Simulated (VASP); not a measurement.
# SnO2 (P1) in VASP: relaxation of cell and atoms with PBE

Aim: the relaxation of cell and atoms of SnO2 with PBE.

All numbers are computed with VASP 6.6.1; they aren't measurements. Logs are shortened: lines on timing, memory, paths and dates and some standing lists are left out, and cuts for length are marked.

## 1. The cell of the first run

The typed cell holds 12 atoms: a = 5.797 Å, b = 5.861 Å, c = 5.872 Å, α = 108.28°, β = 107.92°, γ = 113.08°.

## 2. Relaxation of cell and atoms, PBE

Contents of INCAR:

```
SYSTEM = SnO2
  ALGO = Normal
  EDIFF = 1E-7
  EDIFFG = -0.025
  ENCUT = 600
  GGA = PE
  IBRION = 2
  ISIF = 3
  ISMEAR = 0
  LASPH = .True.
  LCHARG = .False.
  LREAL = .False.
  LWAVE = .False.
  NELM = 60
  NSW = 80
  PREC = Accurate
  SIGMA = 0.1
```

Contents of KPOINTS:

```
k-points
0
Gamma
  4 4 4
  0 0 0
```

Contents of POSCAR:

```
SnO2
1.0
   -3.1851655908     -3.4007337376      3.4496924615
   -3.2423161863      3.4728509096     -3.4317921557
    3.2611853259     -3.4646056897     -3.4414473172
Sn O
4 8
Direct
    0.7642620905      0.2653769126      0.0080300795
    0.2578784212      0.7530941888      1.0059399490
    0.0014223102      0.9950802793      0.5012102312
    0.5093554358      0.4925632410      0.4775042061
    0.9910499151      0.3054581016      0.8040682410
    0.5601553813      0.7462717246      0.3040366569
    0.4917375224      0.8044178890      0.8139094324
    0.9350417138      0.7484122748      0.6870624392
    0.0594236418      0.2695369635      0.3097968452
    0.4465508574      0.2524854717      0.6987034259
    0.4885277601      0.1771777395      0.1908119921
   -0.0054050497      0.6901252135      0.1989265014
```

Potentials or basis: VASP PAW PBE potentials, release 64 (Sn_d, O).

Started as:

```
$ cat potpaw_PBE.64/Sn_d/POTCAR potpaw_PBE.64/O/POTCAR > POTCAR
$ mpirun -np 1 vasp_std > vasp.out
```

OUTCAR:

```text
SYSTEM = SnO2
   EDIFF = 1E-7
   EDIFFG = -0.025
   ENCUT = 600
   GGA = PE
   IBRION = 2
   ISIF = 3
   ISMEAR = 0
   LASPH = .True.
   LREAL = .False.
   NELM = 60
   NSW = 80
   PREC = Accurate

 ion  position               nearest neighbor table
   1  0.764  0.265  0.008-  12 1.99   5 2.03   9 2.04  10 2.11   7 2.17  11 2.18   2 3.16   2 3.27
                             4 3.65   3 3.71   4 3.73
   2  0.258  0.753  0.006-  11 1.99   7 2.01   6 2.09   5 2.10  12 2.15   8 2.19   1 3.16   1 3.27
                             4 3.69   3 3.74   4 3.75
   3  0.001  0.995  0.501-   6 2.05   8 2.06  12 2.06  10 2.07   5 2.14   9 2.22   4 3.12   4 3.31
                             1 3.71   2 3.74
   4  0.509  0.493  0.478-   8 1.98  11 2.00   6 2.03   9 2.10  10 2.20   7 2.29   3 3.12   3 3.31
                             1 3.65   2 3.69   1 3.73   2 3.75
   5  0.991  0.305  0.804-   1 2.03   2 2.10   3 2.14
   6  0.560  0.746  0.304-   4 2.03   3 2.05   2 2.09
   7  0.492  0.804  0.814-   2 2.01   1 2.17   4 2.29
   8  0.935  0.748  0.687-   4 1.98   3 2.06   2 2.19
   9  0.059  0.270  0.310-   1 2.04   4 2.10   3 2.22
  10  0.447  0.252  0.699-   3 2.07   1 2.11   4 2.20
  11  0.489  0.177  0.191-   2 1.99   4 2.00   1 2.18
  12  0.995  0.690  0.199-   1 1.99   3 2.06   2 2.15

  LATTYP: Found a triclinic cell.
 ALAT       =     6.4279112706
 B/A-ratio  =     2.6256365276
 C/A-ratio  =     1.7493126769
 COS(alpha) =     0.0047879979
 COS(beta)  =     0.2637282455
 COS(gamma) =     0.9578065331

  Lattice vectors:

 A1 = (   6.4274817771,  -0.0721171720,  -0.0179003058)
 A2 = (  16.1161488801,  -3.6088400337,  -3.4772479288)
 A3 = (   3.0902767161,  10.2578279450,   3.4153018671)

Analysis of symmetry for initial positions (statically):
=====================================================================
 Subroutine PRICEL returns:
 Original cell was already a primitive cell.

 Routine SETGRP: Setting up the symmetry group for a
 triclinic supercell.

 Subroutine GETGRP returns: Found  1 space group operations
 (whereof  1 operations were pure point group operations)
 out of a pool of  2 trial point group operations.

The static configuration has the point symmetry C_1 .

Analysis of symmetry for dynamics (positions and initial velocities):
=====================================================================
 Subroutine PRICEL returns:
 Original cell was already a primitive cell.

 Routine SETGRP: Setting up the symmetry group for a
 triclinic supercell.

 Subroutine GETGRP returns: Found  1 space group operations
 (whereof  1 operations were pure point group operations)
 out of a pool of  2 trial point group operations.

The dynamic configuration has the point symmetry C_1 .

 Subroutine INISYM returns: Found  1 space group operations
 (whereof  1 operations are pure point group operations),
 and found     1 'primitive' translations

----------------------------------------------------------------------------------------

                                     Primitive cell

  volume of cell :     151.6270

  direct lattice vectors                    reciprocal lattice vectors
    -3.185165591 -3.400733738  3.449692462    -0.157237480 -0.147401040 -0.000608489
    -3.242316186  3.472850910 -3.431792156    -0.156009664 -0.001902741 -0.145922379
     3.261185326 -3.464605690 -3.441447317    -0.002042224 -0.145856785 -0.145672381

  length of vectors
     5.797469092  5.860930395  5.872170123     0.215525084  0.213625786  0.206152407

  position of ions in fractional coordinates (direct lattice)
     0.764262090  0.265376913  0.008030080
     0.257878421  0.753094189  0.005939949
     0.001422310  0.995080279  0.501210231
     0.509355436  0.492563241  0.477504206
     0.991049915  0.305458102  0.804068241
     0.560155381  0.746271725  0.304036657
     0.491737522  0.804417889  0.813909432
     0.935041714  0.748412275  0.687062439
     0.059423642  0.269536964  0.309796845
     0.446550857  0.252485472  0.698703426
[... 31 lines left out ...]
    -0.000510556 -0.036464196 -0.036418095     0.000000000 -0.000000000  0.250000000

  Length of vectors
     0.053881271  0.053406447  0.051538102

  Shift w.r.t. Gamma in fractional coordinates (k-lattice)
     0.000000000  0.000000000  0.000000000

 Subroutine IBZKPT returns following result:
 ===========================================

 Found     36 irreducible k-points:

 Following reciprocal coordinates:
            Coordinates               Weight
  0.000000  0.000000  0.000000      1.000000
  0.250000 -0.000000 -0.000000      2.000000
  0.500000 -0.000000 -0.000000      1.000000
  0.000000  0.250000 -0.000000      2.000000
  0.250000  0.250000 -0.000000      2.000000
  0.500000  0.250000 -0.000000      2.000000
[... 16 lines left out ...]
  0.000000 -0.250000  0.250000      2.000000
  0.250000 -0.250000  0.250000      2.000000
 [... further k-points ...]
   k-points           NKPTS =     36   k-points in BZ     NKDIM =     36   number of bands    NBANDS=     62
   number of dos      NEDOS =    301   number of ions     NIONS =     12
   total plane-waves  NPLWV = 110592
   dimension x,y,z NGX =    48 NGY =   48 NGZ =   48
   dimension x,y,z NGXF=    96 NGYF=   96 NGZF=   96
   ions per type =               4   8
   NGX,Y,Z   is equivalent  to a cutoff of  13.76, 13.62, 13.59 a.u.
   NGXF,Y,Z  is equivalent  to a cutoff of  27.53, 27.23, 27.18 a.u.
 SYSTEM =  SnO2
   PREC   = accura    normal or accurate (medium, high low for compatibility)
   ISTART =      0    job   : 0-new  1-cont  2-samecut
   ICHARG =      2    charge: 1-file 2-atom 10-const
   ISPIN  =      1    spin polarized calculation?
   LNONCOLLINEAR =      F non collinear calculations
   LSORBIT =      F    spin-orbit coupling
   LASPH  =      T    aspherical Exc in radial PAW
   ENCUT  =  600.0 eV  44.10 Ry    6.64 a.u.  11.58 11.71 11.73*2*pi/ulx,y,z
   NELM   =     60;   NELMIN=  2; NELMDL= -5     # of ELM steps
   EDIFF  = 0.1E-06   stopping-criterion for ELM
   LREAL  =      F    real-space projection
   EDIFFG = -.3E-01   stopping-criterion for IOM
   NSW    =     80    number of steps for IOM
   IBRION =      2    ionic relax: 0-MD 1-quasi-New 2-CG
   NFREE  =      1    steps in history (QN), initial steepest desc. (CG)
   ISIF   =      3    stress and relaxation
   ISYM   =      2    0-nonsym 1-usesym 2-fastsym
   POTIM  = 0.5000    time-step for ionic-motion
   TEBEG  =    0.0;   TEEND  =   0.0 temperature during run
   PSTRESS=    0.0 pullay stress
   NELECT =     104.0000    total number of electrons
   NUPDOWN=      -1.0000    fix difference up-down
   EMIN   =  10.00;   EMAX   =-10.00  energy-range for DOS
   EFERMI =   0.00;   METHOD = LEGACY
   ISMEAR =     0;   SIGMA  =   0.10  broadening in eV -4-tet -1-fermi 0-gaus
   EFERMI_NEDOS =   21; number of points for ismear=-14 and -15
   IALGO  =     38    algorithm
   IMIX   =      4    mixing-type and parameters
     AMIX     =   0.40;   BMIX     =  1.00
     AMIX_MAG =   1.60;   BMIX_MAG =  1.00
  volume/ion in A,a.u.               =      12.64        85.27
  Fermi-wavevector in a.u.,A,eV,Ry     =   1.443756  2.728303 28.360412  2.084431
  Thomas-Fermi vector in A             =   2.562128
   LORBIT       =      0    0 simple, 1 ext, 2 COOP (PROOUT), +10 PAW based schemes
   GGA     = PE    functional components
   LHFCALC =     F    Hartree Fock is set to
   AEXX    =    0.0000 exact exchange contribution
   IVDW    =     0    specifies the selected vdW correction
   LEPSILON=     F    determine dielectric tensor
   LRPA    =     F    only Hartree local field effects (RPA)
 conjugate gradient relaxation of ions
 non-spin polarized calculation
 Gauss-broadening in eV      SIGMA  =   0.10
  energy-cutoff  :      600.00
  volume of cell :      151.63
 maximum number of plane-waves:      5091
 NGX is ok and might be reduce to    48
   NGX = 23   NGY = 23   NGZ = 23

--------------------------------------- Ionic step        1  -------------------------------------------

 number of electron     104.0000004 magnetization

 Free energy of the ion-electron system (eV)
  ---------------------------------------------------
  ext. energy  EPLUGINS =         0.00000000
  ---------------------------------------------------
  free energy    TOTEN  =       -73.93053204 eV

  energy without entropy =      -73.93053145  energy(sigma->0) =      -73.93053175

------------------------ aborting loop because EDIFF is reached ----------------------------------------

  FORCE on cell =-STRESS in cart. coord.  units (eV):
  Direction    XX          YY          ZZ          XY          YZ          ZX
  --------------------------------------------------------------------------------------
  -------------------------------------------------------------------------------------
  Total        4.2986542      1.0439511      2.3739653      1.9966358      0.0924513      1.3591225
  in kB       45.4220445     11.0309863     25.0846781     21.0975987      0.9768933     14.3612679
  external PRESSURE =      27.1792363 kB  Pullay stress =       0.0000000 kB
[... 119 lines left out ...]
  FREE ENERGIE OF THE ION-ELECTRON SYSTEM (eV)
  ---------------------------------------------------
  free  energy   TOTEN  =       -74.4868566453 eV

  energy  without entropy=      -74.4868396804  energy(sigma->0) =      -74.48684816

[... ionic steps 4 to 15 ...]

--------------------------------------- Ionic step       16  -------------------------------------------

 number of electron     104.0000001 magnetization

------------------------ aborting loop because EDIFF is reached ----------------------------------------
[... 87 lines left out ...]
--------------------------------------- Ionic step       18  -------------------------------------------

 number of electron     104.0000000 magnetization

 Free energy of the ion-electron system (eV)
  ---------------------------------------------------
  ext. energy  EPLUGINS =         0.00000000
  ---------------------------------------------------
  free energy    TOTEN  =       -74.64087382 eV

  energy without entropy =      -74.64087376  energy(sigma->0) =      -74.64087379

 E-fermi :   5.8283     XC(G=0): -10.9653

 val. band max:        5.5070129225   @ k =   0.0000   0.0000   0.0000
 cond. band min:       6.1496295247   @ k =   0.0000   0.0000   0.0000
 fundamental gap:      0.6426166022
 Fermi energy:         5.8283149470

 k-point     1 :       0.0000    0.0000    0.0000
  band No.  band energies     occupation
      1     -15.5261      2.00000
      2     -15.3197      2.00000
      3     -15.3196      2.00000
      4     -14.9070      2.00000
      5     -14.9067      2.00000
      6     -14.8651      2.00000
[... 1549 lines left out ...]
     61      15.3637      0.00000
     62      15.6629      0.00000

 [... further k-points ...]

------------------------ aborting loop because EDIFF is reached ----------------------------------------

  FORCE on cell =-STRESS in cart. coord.  units (eV):
  Direction    XX          YY          ZZ          XY          YZ          ZX
  --------------------------------------------------------------------------------------
  -------------------------------------------------------------------------------------
  Total       -0.0091913     -0.0080013     -0.0089696     -0.0121724     -0.0008124      0.0023902
  in kB       -0.0973701     -0.0847636     -0.0950221     -0.1289516     -0.0086061      0.0253208
  external PRESSURE =      -0.0923853 kB  Pullay stress =       0.0000000 kB
[... 27 lines left out ...]
  FREE ENERGIE OF THE ION-ELECTRON SYSTEM (eV)
  ---------------------------------------------------
  free  energy   TOTEN  =       -74.6408738222 eV

  energy  without entropy=      -74.6408737643  energy(sigma->0) =      -74.64087379

 reached required accuracy - stopping structural energy minimisation
```

Wall time 1.8 h (1 thread of Oxide Virtual Turin-like, shared host); peak memory 0.5 GiB.

What came out:

```
Free energy                           : -74.6409 eV
Relaxed volume                        : 12.60 Å³/atom
Relaxed cell                          : a = 5.818 Å, b = 5.817 Å, c = 5.816 Å, α = 108.09°, β = 108.10°, γ = 112.27°
Space group after relaxing (to 0.1 Å) : P4_2/mnm (No. 136)
Energy gained by relaxing             : 59.2 meV/atom
Ionic steps                           : 18
Pressure after relaxing               : 0.0 GPa
Largest force after relaxing          : 0.023 eV/Å
Band gap on the k mesh                : 0.64 eV
```

Forces in eV/Å, atoms in the order of the input:
```
Sn   0.015  0.003  0.007
Sn   0.002  0.006 -0.011
Sn   0.004 -0.002  0.002
Sn  -0.011  0.001 -0.012
O    0.001 -0.001  0.009
O   -0.011 -0.007 -0.019
O    0.006  0.003  0.003
O   -0.004  0.001 -0.008
O   -0.004 -0.008  0.004
O   -0.004  0.000  0.005
O   -0.001  0.001  0.005
O    0.007  0.002  0.015
```

Step by step:
```csv
step,energy change (eV),largest force (eV/Å),pressure (GPa),volume (Å³)
1,0.0000,3.4963,2.72,151.63
2,-0.3756,2.4891,-4.76,156.36
3,-0.5563,1.2284,-3.07,154.55
4,-0.6724,0.6781,1.57,150.22
5,-0.6774,0.5390,0.70,150.92
6,-0.6990,0.2708,-0.31,151.50
7,-0.6992,0.2385,-0.24,151.46
8,-0.7051,0.1139,-0.01,151.21
9,-0.7053,0.1540,0.03,151.17
10,-0.7079,0.0732,0.09,151.12
11,-0.7082,0.0769,0.12,151.10
12,-0.7093,0.0466,-0.09,151.30
13,-0.7094,0.0551,-0.18,151.38
14,-0.7099,0.0373,0.09,151.17
15,-0.7099,0.0374,0.09,151.17
16,-0.7102,0.0289,-0.02,151.26
17,-0.7102,0.0320,-0.04,151.27
18,-0.7103,0.0227,-0.01,151.24
```

Final structure:
```
CELL_PARAMETERS angstrom
-3.24203 -3.41604 3.41594
-3.24156 3.41550 -3.41578
3.24145 -3.41425 -3.41447
ATOMIC_POSITIONS crystal
Sn 0.75021 0.25096 0.00073
Sn 0.25019 0.74954 0.99941
Sn 0.99971 0.99997 0.49995
Sn 0.49992 0.49974 0.50004
O 0.99903 0.30627 0.80605
O 0.55621 0.74812 0.30489
O 0.50048 0.80719 0.80639
O 0.94342 0.74956 0.69307
O 0.05643 0.25040 0.30688
O 0.44324 0.25087 0.69455
O 0.50012 0.19309 0.19402
O 0.00102 0.69430 0.19401
```

Caveat: semilocal functionals underestimate gaps, and a narrow one can read as zero; spin-orbit coupling is left out, which moves the levels of the heavy elements.
